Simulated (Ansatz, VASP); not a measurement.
**Te2Mo: VASP beside Ansatz**

```xyz
12
Lattice="3.5182 0.0000 0.0000 -1.7591 3.0469 0.0000 0.0000 0.0000 44.5656" Properties=species:S:1:pos:R:3 pbc="T T T"
Te    0.0000    2.0312   10.0000
Te    0.0000    2.0312   13.6052
Te    1.7591    1.0156   16.9868
Te    1.7591    1.0156   20.5920
Te    0.0000    2.0312   24.3634
Te    0.0000    2.0312   28.0075
Te    1.7591    1.0156   31.8319
Te    1.7591    1.0156   35.4760
Mo    1.7591    1.0156   11.8026
Mo    0.0000    2.0312   18.7894
Mo    1.7591    1.0156   26.1855
Mo    0.0000    2.0312   33.6547
```

Alike in both runs: task single point; functional PBE; k mesh 18 × 18 × 1; occupations gaussian, width 0.05 eV; no spin polarisation.

|  | VASP | Ansatz |
| --- | --- | --- |
| version | VASP 6.6.1 | Ansatz 0.2.0 |
| potentials or method | VASP PAW PBE potentials, release 64 (Te, Mo_sv), cutoff 400 eV | scalar-relativistic, plane waves, PAW |
| valence electrons in the cell | 104 | 184 |

```tsv
	VASP	Ansatz	Ansatz less VASP
gap on the k mesh at the Fermi level (eV)	0.89	0.90	+0.005
rms of the force components (eV/Å)	0.080	0.075	-0.0053
```

VASP's potentials hold 104 valence electrons a cell and Ansatz's 184, so a difference there can come from the potentials and not from the codes. Ansatz's warnings: published levels not confirmed, xc potential rough in thin density.

Neither program's run includes spin-orbit coupling.
